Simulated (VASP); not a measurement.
Here is a VASP 6.6.1 calculation.

The input INCAR:

```
PREC = Accurate ; ENCUT = 520
EDIFF = 1E-6 ; ISMEAR = 0
SIGMA = 0.15 ; LREAL = F
LASPH = T ; NELM = 100
ALGO = Fast ; ISIF = 2
LWAVE = F ; LCHARG = F
GGA = PS ; NBANDS = 11
```

The input KPOINTS:

```
Automatic mesh
0
Gamma
  14 14 14
```

Contents of POSCAR:

```
Ba
1.0
    4.2222992844      0.0000000000      0.0000000000
    0.0000000000      4.2222992844      0.0000000000
    0.0000000000      0.0000000000      3.2353118469
Ba
1
Direct
    0.5000000000      0.5000000000      0.5000000000
```

Potentials or basis: VASP PAW PBE potentials, release 64 (Ba_sv).

The run is started by

```sh
$ cat potpaw_PBE.64/Ba_sv/POTCAR > POTCAR
$ mpirun -np 1 vasp_std > vasp.out
```

Predict the pressure.

0.6 GPa.

What does it give for the band gap on the k mesh?

Zero (bands 5 and 6 overlap by 1.36 eV).

Stress tensor (GPa, compression positive):
```
-2.94  0.00  0.00
 0.00 -2.94  0.00
 0.00  0.00  7.75
```

Caveat: the PAW data sets were made with another functional, which shifts forces and pressure a little; spin-orbit coupling is left out, which moves the levels of the heavy elements.
